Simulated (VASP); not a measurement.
A run of VASP 6.6.1 is set up as follows.

INCAR

```
SYSTEM = P
  PREC = Accurate
  ENCUT = 520
  EDIFF = 1E-7
  ISMEAR = 0
  SIGMA = 0.15
  LREAL = .FALSE.
  LASPH = .TRUE.
  NELM = 60
  ALGO = Normal
  ISIF = 2
  LWAVE = .FALSE.
  LCHARG = .FALSE.
  GGA = PS
  NBANDS = 18
```

KPOINTS

```
regular mesh
0
G
  16 16 12
  0 0 0
```

POSCAR

```
P
1.0
    1.6587070759     -5.1453559977      0.0000000000
    1.6587070759      5.1453559977      0.0000000000
    0.0000000000      0.0000000000      4.1342149566
P
4
Direct
    0.1052825112      0.8947174888      0.9271259313
    0.6052825112      0.3947174888      0.5728740687
    0.8947174888      0.1052825112      0.0728740687
    0.3947174888      0.6052825112      0.4271259313
```

Potentials or basis: VASP PAW PBE potentials, release 64 (P).

Command:

```sh
$ cat potpaw_PBE.64/P/POTCAR > POTCAR
$ mpirun -np 1 vasp_std > vasp.out
```

(1) What does it give for the band gap on the k mesh?

(2) Predict the pressure.

(3) Estimate the largest force.

Results:

(1) zero (bands 10 and 11 overlap by 0.26 eV).

(2) 1.2 GPa.

(3) 0.189 eV/Å.

Caveat: the cell differs from its parent crystal (strain +0.000 along x and y, -0.015 along z); the PAW data sets were made with another functional, which shifts forces and pressure a little.
